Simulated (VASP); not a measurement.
A run of VASP 6.6.1 is set up as follows.

Contents of INCAR:

```
SYSTEM = BN
ALGO     = Normal         ! electronic algorithm
EDIFF    = 1E-6           ! SCF threshold, eV
ENCUT    = 600            ! plane-wave cutoff, eV
GGA      = PE             ! functional
GGA_COMPAT= .FALSE.      
ISIF     = 2              ! what is computed and relaxed
ISMEAR   = 0              ! smearing method
LASPH    = .TRUE.         ! aspherical terms in the spheres
LCHARG   = .FALSE.        ! write CHGCAR
LREAL    = .FALSE.        ! projectors in reciprocal space
LWAVE    = .FALSE.        ! write WAVECAR
NBANDS   = 11             ! bands
NELM     = 120            ! most SCF steps
PREC     = Accurate       ! precision mode
SIGMA    = 0.01           ! smearing width, eV
```

Contents of KPOINTS:

```
k-points
0
G
  12 12 12
  0 0 0
```

Contents of POSCAR:

```
BN
1.0
    0.0000000000      1.6993219358      1.6993219358
    1.6993219358      0.0000000000      1.6993219358
    1.6993219358      1.6993219358      0.0000000000
B N
1 1
Direct
    0.0000000000      0.0000000000      0.0000000000
    0.2500000000      0.2500000000      0.2500000000
```

Potentials or basis: VASP PAW PBE potentials, release 64 (B, N).

Run with:

```console
$ cat potpaw_PBE.64/B/POTCAR potpaw_PBE.64/N/POTCAR > POTCAR
$ mpirun -np 1 vasp_std > vasp.out
```

(1) Predict the band gap on the k mesh.

(2) What does it give for the pressure?

Answers

(1) 4.63 eV, indirect (least direct gap 9.70 eV).

(2) 102.6 GPa.
